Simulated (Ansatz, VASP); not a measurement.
One calculation of Hg, two programs

```
Hg
1.0
     2.23398   -2.04586    0.00000
     2.23398    2.04586    0.00000
    -0.34874    0.00000    3.03980
Hg
1
Direct
  0.50000 0.50000 0.50000
```

Alike in both runs: task single point; functional PBE; k mesh 6 × 6 × 6; occupations gaussian, width 0.1 eV; no spin polarisation.

```csv
,VASP,Ansatz
version,VASP 6.6.1,Ansatz 0.2.0
potentials or method,"VASP PAW PBE potentials, release 64 (Hg), cutoff 500 eV","scalar-relativistic, plane waves, PAW"
valence electrons in the cell,12,20
```

|  | VASP | Ansatz | Ansatz less VASP |
| --- | --- | --- | --- |
| gap on the k mesh at the Fermi level (eV) | none | none | - |
| pressure (GPa) | 0.6 | 0.4 | -0.22 |
| traceless stress, the component that is largest in VASP (GPa) | 0.82 | 0.79 | -0.031 |

A gap of «none» marks a metal or a gap that the smearing closes. VASP's potentials hold 12 valence electrons a cell and Ansatz's 20, so a difference there can come from the potentials and not from the codes.

Neither program's run includes spin-orbit coupling.
